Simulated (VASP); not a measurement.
# Si (P6_3/mmc) in VASP: notebook

Runs on Si. Level: PBE. Tasks: single point.

Program: VASP 6.6.1. These are calculated values, not measurements. Logs are shortened: lines on timing, memory, paths and dates and some standing lists are left out, and cuts for length are marked.

**1. The cell of the first run**

Symmetry: P6_3/mmc, No. 194, hexagonal system. The conventional cell has a = 2.656 Å, b = 2.656 Å, c = 4.591 Å, α = 90.00°, β = 90.00°, γ = 120.00°. Within 3.5 Å of Si (site symmetry -6m2) lie 12 Si at 2.66 to 2.76 Å.

This isn't the form of Si at room conditions, which is diamond.

**2. Single point, PBE**

The input, INCAR:

```
PREC = Accurate ; ENCUT = 500
EDIFF = 1E-6 ; ISMEAR = -1
SIGMA = 0.1 ; LREAL = F
LASPH = T ; NELM = 120
ALGO = Normal ; ISIF = 2
LWAVE = F ; LCHARG = F
GGA = PE ; NBANDS = 11
GGA_COMPAT = F
```

The input, KPOINTS:

```
Automatic mesh
0
Gamma
  16 16 9
```

The input, POSCAR:

```
Si
1.0
    2.6555785717      0.0000000000      0.0000000000
   -1.3277892859      2.2997985048      0.0000000000
    0.0000000000      0.0000000000      4.5908127426
Si
2
Direct
    0.3333333333      0.6666666667      0.2500000000
    0.6666666667      0.3333333333      0.7500000000
```

Potentials or basis: VASP PAW PBE potentials, release 64 (Si).

Command:

```bash
> cat potpaw_PBE.64/Si/POTCAR > POTCAR
> mpirun -np 1 vasp_std > vasp.out
```

OUTCAR:

```text
PREC = Accurate
   ENCUT = 500
   EDIFF = 1E-6
   ISMEAR = -1
   LREAL = F
   LASPH = T
   NELM = 120
   ISIF = 2
   GGA = PE

 ion  position               nearest neighbor table
   1  0.333  0.667  0.250-   2 2.76   2 2.76   2 2.76   2 2.76   2 2.76   2 2.76
   2  0.667  0.333  0.750-   1 2.76   1 2.76   1 2.76   1 2.76   1 2.76   1 2.76

  LATTYP: Found a hexagonal cell.
 ALAT       =     2.6555785717
 C/A-ratio  =     1.7287429532

  Lattice vectors:

 A1 = (   2.6555785717,   0.0000000000,   0.0000000000)
 A2 = (  -1.3277892859,   2.2997985048,   0.0000000000)
 A3 = (   0.0000000000,   0.0000000000,   4.5908127426)

Analysis of symmetry for initial positions (statically):
=====================================================================
 Subroutine PRICEL returns:
 Original cell was already a primitive cell.

 Routine SETGRP: Setting up the symmetry group for a
 hexagonal supercell.

 Subroutine GETGRP returns: Found 24 space group operations
 (whereof 12 operations were pure point group operations)
 out of a pool of 24 trial point group operations.

The static configuration has the point symmetry D_3d.
 The point group associated with its full space group is D_6h.

Analysis of symmetry for dynamics (positions and initial velocities):
=====================================================================
 Subroutine PRICEL returns:
 Original cell was already a primitive cell.

 Routine SETGRP: Setting up the symmetry group for a
 hexagonal supercell.

 Subroutine GETGRP returns: Found 24 space group operations
 (whereof 12 operations were pure point group operations)
 out of a pool of 24 trial point group operations.

The dynamic configuration has the point symmetry D_3d.
 The point group associated with its full space group is D_6h.

 Subroutine INISYM returns: Found 24 space group operations
 (whereof 12 operations are pure point group operations),
 and found     1 'primitive' translations

----------------------------------------------------------------------------------------

                                     Primitive cell

  volume of cell :      28.0375

  direct lattice vectors                    reciprocal lattice vectors
     2.655578572  0.000000000  0.000000000     0.376565774  0.217410351  0.000000000
    -1.327789286  2.299798505  0.000000000     0.000000000  0.434820702  0.000000000
     0.000000000  0.000000000  4.590812743     0.000000000  0.000000000  0.217826354

  length of vectors
     2.655578572  2.655578572  4.590812743     0.434820702  0.434820702  0.217826354

  position of ions in fractional coordinates (direct lattice)
     0.333333333  0.666666667  0.250000000
     0.666666667  0.333333333  0.750000000

  ion indices of the primitive-cell ions
   primitive index   ion index
                 1           1
                 2           2

----------------------------------------------------------------------------------------

 KPOINTS: Automatic mesh

Automatic generation of k-mesh.
 Grid dimensions read from file:
 generate k-points for:   16   16    9

 Generating k-lattice:

  Cartesian coordinates                     Fractional coordinates (reciprocal lattice)
     0.023535361  0.013588147  0.000000000     0.062500000  0.000000000  0.000000000
     0.000000000  0.027176294  0.000000000     0.000000000  0.062500000  0.000000000
     0.000000000  0.000000000  0.024202928     0.000000000  0.000000000  0.111111111

  Length of vectors
     0.027176294  0.027176294  0.024202928

  Shift w.r.t. Gamma in fractional coordinates (k-lattice)
     0.000000000  0.000000000  0.000000000

 Subroutine IBZKPT returns following result:
 ===========================================

 Found    150 irreducible k-points:

 Following reciprocal coordinates:
            Coordinates               Weight
  0.000000  0.000000  0.000000      1.000000
  0.062500  0.000000  0.000000      6.000000
  0.125000  0.000000  0.000000      6.000000
  0.187500 -0.000000  0.000000      6.000000
  0.250000  0.000000  0.000000      6.000000
  0.312500  0.000000  0.000000      6.000000
[... 16 lines left out ...]
  0.187500  0.187500  0.000000      6.000000
  0.250000  0.187500  0.000000     12.000000
 [... further k-points ...]
   k-points           NKPTS =    150   k-points in BZ     NKDIM =    150   number of bands    NBANDS=     11
   number of dos      NEDOS =    301   number of ions     NIONS =      2
   total plane-waves  NPLWV =  14400
   dimension x,y,z NGX =    20 NGY =   20 NGZ =   36
   dimension x,y,z NGXF=    40 NGYF=   40 NGZF=   72
   ions per type =               2
   NGX,Y,Z   is equivalent  to a cutoff of  12.52, 12.52, 13.04 a.u.
   NGXF,Y,Z  is equivalent  to a cutoff of  25.04, 25.04, 26.07 a.u.
 SYSTEM =  unknown system
   PREC   = accura    normal or accurate (medium, high low for compatibility)
   ISTART =      0    job   : 0-new  1-cont  2-samecut
   ICHARG =      2    charge: 1-file 2-atom 10-const
   ISPIN  =      1    spin polarized calculation?
   LNONCOLLINEAR =      F non collinear calculations
   LSORBIT =      F    spin-orbit coupling
   LASPH  =      T    aspherical Exc in radial PAW
   ENCUT  =  500.0 eV  36.75 Ry    6.06 a.u.   4.84  4.84  8.37*2*pi/ulx,y,z
   NELM   =    120;   NELMIN=  2; NELMDL= -5     # of ELM steps
   EDIFF  = 0.1E-05   stopping-criterion for ELM
   LREAL  =      F    real-space projection
   EDIFFG = 0.1E-04   stopping-criterion for IOM
   NSW    =      0    number of steps for IOM
   IBRION =     -1    ionic relax: 0-MD 1-quasi-New 2-CG
   NFREE  =      0    steps in history (QN), initial steepest desc. (CG)
   ISIF   =      2    stress and relaxation
   ISYM   =      2    0-nonsym 1-usesym 2-fastsym
   POTIM  = 0.5000    time-step for ionic-motion
   TEBEG  =    0.0;   TEEND  =   0.0 temperature during run
   PSTRESS=    0.0 pullay stress
   NELECT =       8.0000    total number of electrons
   NUPDOWN=      -1.0000    fix difference up-down
   EMIN   =  10.00;   EMAX   =-10.00  energy-range for DOS
   EFERMI =   0.00;   METHOD = LEGACY
   ISMEAR =    -1;   SIGMA  =   0.10  broadening in eV -4-tet -1-fermi 0-gaus
   EFERMI_NEDOS =   21; number of points for ismear=-14 and -15
   IALGO  =     38    algorithm
   IMIX   =      4    mixing-type and parameters
     AMIX     =   0.40;   BMIX     =  1.00
     AMIX_MAG =   1.60;   BMIX_MAG =  1.00
  volume/ion in A,a.u.               =      14.02        94.60
  Fermi-wavevector in a.u.,A,eV,Ry     =   1.077768  2.036686 15.804310  1.161584
  Thomas-Fermi vector in A             =   2.213689
   LORBIT       =      0    0 simple, 1 ext, 2 COOP (PROOUT), +10 PAW based schemes
   GGA     = PE    functional components
   LHFCALC =     F    Hartree Fock is set to
   AEXX    =    0.0000 exact exchange contribution
   IVDW    =     0    specifies the selected vdW correction
   LEPSILON=     F    determine dielectric tensor
   LRPA    =     F    only Hartree local field effects (RPA)
 non-spin polarized calculation
  energy-cutoff  :      500.00
  volume of cell :       28.04
 maximum number of plane-waves:       732
 NGX is ok and might be reduce to    20
   NGX =  9   NGY =  9   NGZ = 17

 number of electron       8.0000001 magnetization

 Free energy of the ion-electron system (eV)
  ---------------------------------------------------
  ext. energy  EPLUGINS =         0.00000000
  ---------------------------------------------------
  free energy    TOTEN  =        -9.84505945 eV

  energy without entropy =       -9.81981311  energy(sigma->0) =       -9.83243628

 E-fermi :  10.5758     XC(G=0): -11.3211

 val. band max:       10.5729032583   @ k =   0.1875   0.1875   0.1111
 cond. band min:      10.5894459319   @ k =   0.3750   0.0625   0.1111
 fundamental gap:      0.0165426736
 Fermi energy:        10.5758248661

 k-point     1 :       0.0000    0.0000    0.0000
  band No.  band energies     occupation
      1      -4.1643      2.00000
      2       2.0786      2.00000
      3       3.2004      2.00000
      4      19.9676      0.00000
      5      19.9676      0.00000
      6      20.7264      0.00000
      7      21.1655      0.00000
      8      21.1655      0.00000
      9      21.1813      0.00000
     10      24.3352      0.00000
     11      24.7981      0.00000

 k-point     2 :       0.0625    0.0000    0.0000
  band No.  band energies     occupation
      1      -4.0568      2.00000
      2       2.1846      2.00000
      3       3.3021      2.00000
      4      18.3026      0.00000
      5      19.0753      0.00000
      6      20.5206      0.00000
      7      20.7312      0.00000
      8      22.1071      0.00000
      9      22.1698      0.00000
     10      23.2560      0.00000
     11      23.9624      0.00000

 k-point     3 :       0.1250    0.0000    0.0000
  band No.  band energies     occupation
      1      -3.7349      2.00000
      2       2.5018      2.00000
      3       3.6069      2.00000
      4      15.7730      0.00000
      5      17.9262      0.00000
      6      19.7565      0.00000
      7      20.5989      0.00000
      8      21.0051      0.00000
      9      22.3143      0.00000
     10      22.7440      0.00000
     11      23.7256      0.00000
[... 267 lines left out ...]
 k-point    23 :       0.1875    0.1875    0.0000
  band No.  band energies     occupation
      1      -1.2846      2.00000
      2       4.8981      2.00000
      3       5.9308      2.00000
      4      10.0742      1.98683
      5      10.4978      1.37138
      6      15.7741      0.00000
      7      16.0925      0.00000
      8      16.3559      0.00000
      9      18.6690      0.00000
     10      23.5648      0.00000
     11      23.9226      0.00000

 k-point    24 :       0.2500    0.1875    0.0000
  band No.  band energies     occupation
      1      -0.2295      2.00000
      2       5.9082      2.00000
      3       6.9283      2.00000
      4       8.0692      2.00000
      5       9.7156      1.99963
      6      13.8726      0.00000
      7      14.7644      0.00000
      8      15.4095      0.00000
      9      17.5235      0.00000
     10      23.6144      0.00000
     11      24.7074      0.00000

 [... further k-points ...]

------------------------ aborting loop because EDIFF is reached ----------------------------------------

  FORCE on cell =-STRESS in cart. coord.  units (eV):
  Direction    XX          YY          ZZ          XY          YZ          ZX
  --------------------------------------------------------------------------------------
  -------------------------------------------------------------------------------------
  Total        0.4104105      0.4104105      0.4160995     -0.0000000     -0.0000000      0.0000000
  in kB       23.4525764     23.4525764     23.7776651     -0.0000000     -0.0000000      0.0000000
  external PRESSURE =      23.5609393 kB  Pullay stress =       0.0000000 kB

 VOLUME and BASIS-vectors are now :
 -----------------------------------------------------------------------------
  energy-cutoff  :      500.00
  volume of cell :       28.04
      direct lattice vectors                 reciprocal lattice vectors
     2.655578572  0.000000000  0.000000000     0.376565774  0.217410351  0.000000000
    -1.327789286  2.299798505  0.000000000     0.000000000  0.434820702  0.000000000
     0.000000000  0.000000000  4.590812743     0.000000000  0.000000000  0.217826354

 POSITION                                       TOTAL-FORCE (eV/Angst)
 -----------------------------------------------------------------------------------
     -0.00000      1.53320      1.14770        -0.000000     -0.000000      0.000000
      1.32779      0.76660      3.44311         0.000000      0.000000      0.000000
 -----------------------------------------------------------------------------------
    total drift:                               -0.000000      0.000000     -0.000000

  FREE ENERGIE OF THE ION-ELECTRON SYSTEM (eV)
  ---------------------------------------------------
  free  energy   TOTEN  =        -9.8450594479 eV

  energy  without entropy=       -9.8198131100  energy(sigma->0) =       -9.83243628
```

Wall time 21 s (1 thread of Intel Xeon Platinum 8559C (Emerald Rapids), shared host); peak memory 0.15 GiB.

Results:

```
Free energy            : -9.8451 eV
Pressure               : 2.4 GPa
Band gap on the k mesh : zero (bands 4 and 5 overlap by 12.68 eV)
```

(Part 1 of 2 ends here.)
